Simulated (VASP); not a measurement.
Write the native input for VASP 6.6.1 that does the following.

| Property | Result |
| --- | --- |
| Task | single point |
| Functional | PBEsol |
| Potentials or basis | VASP PAW PBE potentials, release 64 (Ti_sv) |
| Cutoff | 520 eV |
| k mesh | 11 × 11 × 15 |
| Occupations | fermi-dirac, width 0.1 eV |
| Spin | no spin polarisation |
| Dipole correction | no |
| Further INCAR settings | ALGO = Normal; EDIFF = 1e-06; NBANDS = 25 |

The structure of Ti lies in POSCAR:

```
Ti
1.0
    3.5565728047      0.0000000000      0.0000000000
   -1.7782864023      3.0800823993      0.0000000000
    0.0000000000      0.0000000000      1.8926071868
Ti
3
Direct
    0.0000000000      0.0000000000      0.0000000000
    0.3333333333      0.6666666667      0.5000000000
    0.6666666667      0.3333333333      0.5000000000
```

This isn't the form of Ti at room conditions, which is hcp.

The input as run:

INCAR

```
SYSTEM = Ti
PREC = Accurate
ENCUT = 520
EDIFF = 1E-6
ISMEAR = -1
SIGMA = 0.1
LREAL = .False.
LASPH = .True.
NELM = 80
ALGO = Normal
ISIF = 2
LWAVE = .False.
LCHARG = .True.
GGA = PS
LELF = .True.
LVHAR = .True.
NBANDS = 25
```

KPOINTS

```
Automatic mesh
0
Gamma
  11 11 15
  0 0 0
```

Potentials or basis: VASP PAW PBE potentials, release 64 (Ti_sv).

Command:

```bash
$ cat potpaw_PBE.64/Ti_sv/POTCAR > POTCAR
$ mpirun -np 1 vasp_std > vasp.out
```

It gave:

```yaml
Pressure: 401.0 GPa
Band_gap_on_the_k_mesh: zero (bands 18 and 19 overlap by 3.11 eV)
```

Caveat: atoms lie so close that the PAW spheres overlap strongly, which falsifies energies and pressures; the cell stands under pressure; the PAW data sets were made with another functional, which shifts forces and pressure a little.

Wall time 110 s on 1 thread of Intel Xeon 8259CL, on a shared host, peak memory 0.17 GiB.
